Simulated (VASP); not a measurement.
Crystal: Ti.

```
CELL_PARAMETERS angstrom
2.95000 0.00000 0.00000
-1.47500 2.55477 0.00000
0.00000 0.00000 4.68600
ATOMIC_POSITIONS crystal
Ti 0.33333 0.66667 0.25000
Ti 0.66667 0.33333 0.75000
```

Base run:

* Program: VASP 6.6.1
* Functional: PBE
* Potentials or basis: VASP PAW PBE potentials, release 64 (Ti_sv)
* Cutoff: 500 eV
* k mesh: 14 × 14 × 8
* Occupations: fermi-dirac, width 0.05 eV
* Spin: no spin polarisation

Its results: band gap on the k mesh zero (band 12 reaches 8.93 eV, above the bottom of band 13 at 7.90 eV); pressure -1.9 GPa.

**Question.** The run is repeated on the same cell with these changes: functional from PBE to r2SCAN; cutoff from 500 eV to 440 eV; further incar settings from ALGO = Normal; EDIFF = 1e-06; NBANDS = 19 to ALGO = Normal; EDIFF = 1e-08; NBANDS = 19. What comes out?

**Answer.** Band gap on the k mesh zero (band 12 reaches 9.09 eV, above the bottom of band 13 at 7.86 eV); pressure -2.4 GPa.

Caveats: the PAW data sets were made with another functional, which shifts forces and pressure a little (some runs).
